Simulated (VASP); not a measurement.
A run of VASP 6.6.1:

The input INCAR:

```
PREC     = Accurate       # precision mode
ENCUT    = 520            # plane-wave cutoff, eV
EDIFF    = 1E-6           # SCF threshold, eV
ISMEAR   = 0              # smearing method
SIGMA    = 0.05           # smearing width, eV
LREAL    = False          # projectors in reciprocal space
LASPH    = True           # aspherical terms in the spheres
NELM     = 100            # most SCF steps
ALGO     = Normal         # electronic algorithm
ISIF     = 2              # what is computed and relaxed
LWAVE    = False          # write WAVECAR
LCHARG   = False          # write CHGCAR
GGA      = PE             # functional
NBANDS   = 16             # bands
```

The input KPOINTS:

```
Automatic mesh
0
Gamma
  18 18 10
```

POSCAR

```
Ir
1.0
    2.7482991601      0.0000000000      0.0000000000
   -1.3741495800      2.3800968898      0.0000000000
    0.0000000000      0.0000000000      4.4524533463
Ir
2
Direct
    0.3333333333      0.6666666667      0.7500000000
    0.6666666667      0.3333333333      0.2500000000
```

Potentials or basis: VASP PAW PBE potentials, release 64 (Ir).

Command:

```sh
$ cat potpaw_PBE.64/Ir/POTCAR > POTCAR
$ mpirun -np 1 vasp_std > vasp.out
```

Hardware: 1 thread of Intel(R) Xeon(R) Platinum 8259CL CPU @ 2.50GHz (Skylake/Cascade Lake), with other jobs on the host.

Problem. How long does it take, and how much memory?

Solution. Wall time 86 s on 1 thread of Intel(R) Xeon(R) Platinum 8259CL CPU @ 2.50GHz (Skylake/Cascade Lake), on a shared host, peak memory 0.21 GiB. Counts: scf iterations 12, k points 222.
